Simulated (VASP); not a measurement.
Set up this calculation in VASP 6.6.1, as the native input.

```
Task                   : single point
Functional             : PBE
Dispersion             : D3(BJ)
Potentials or basis    : VASP PAW PBE potentials, release 64 (In_d, Sb, Mo_sv, O)
Cutoff                 : 520 eV
k mesh                 : 4 × 4 × 2
Occupations            : gaussian, width 0.1 eV
Spin                   : no spin polarisation
Dipole correction      : no
Further INCAR settings : LREAL = Auto; ALGO = Normal; EDIFF = 1e-07; NBANDS = 83
```

The structure of InSbMoO6 lies in POSCAR:

```
InSbMoO6
1.0
    5.1634000000      0.0000000000      0.0000000000
    0.0000000000      5.3550000000      0.0000000000
    0.0000000000      0.0000000000      9.0067000000
In Sb Mo O
2 2 2 12
Direct
    0.0000000000      0.5000000000      0.5236300000
    0.5000000000      0.0000000000      0.4763700000
    0.0000000000      0.0000000000      0.7447700000
    0.5000000000      0.5000000000      0.2552300000
    0.5000000000      0.5000000000      0.8101300000
    0.0000000000      0.0000000000      0.1898700000
    0.2223000000      0.1742000000      0.6090000000
    0.7777000000      0.8258000000      0.6090000000
    0.7223000000      0.3258000000      0.3910000000
    0.2777000000      0.6742000000      0.3910000000
    0.2392000000      0.6792000000      0.7114000000
    0.7608000000      0.3208000000      0.7114000000
    0.7392000000      0.8208000000      0.2886000000
    0.2608000000      0.1792000000      0.2886000000
    0.3474000000      0.2858000000      0.9290000000
    0.6526000000      0.7142000000      0.9290000000
    0.8474000000      0.2142000000      0.0710000000
    0.1526000000      0.7858000000      0.0710000000
```

One way to write it, as run:

INCAR

```
  PREC = Accurate
  ENCUT = 520
  EDIFF = 1E-7
  ISMEAR = 0
  SIGMA = 0.1
  LREAL = Auto
  LASPH = T
  NELM = 100
  ALGO = Normal
  ISIF = 2
  LWAVE = F
  LCHARG = F
  GGA = PE
  IVDW = 12
  NBANDS = 83
```

KPOINTS

```
regular mesh
0
Gamma
  4 4 2
```

Potentials or basis: VASP PAW PBE potentials, release 64 (In_d, Sb, Mo_sv, O).

Command:

```bash
$ cat potpaw_PBE.64/In_d/POTCAR potpaw_PBE.64/Sb/POTCAR potpaw_PBE.64/Mo_sv/POTCAR potpaw_PBE.64/O/POTCAR > POTCAR
$ mpirun -np 1 vasp_std > vasp.out
```

Results of the run:

- Pressure: 5.1 GPa
- Largest force: 5.297 eV/Å
- Band gap on the k mesh: 1.67 eV (least direct gap 2.11 eV)
- Dispersion energy per atom: -0.222 eV

Caveat: the cell stands under pressure; spin-orbit coupling is left out, which moves the levels of the heavy elements; forces of over 1 eV/Å act on the atoms, so gaps and moduli don't describe the material at rest.

Run time: 12 min on 1 thread of Intel(R) Xeon(R) Platinum 8488C (Sapphire Rapids), with other jobs on the host, peak memory 0.45 GiB.
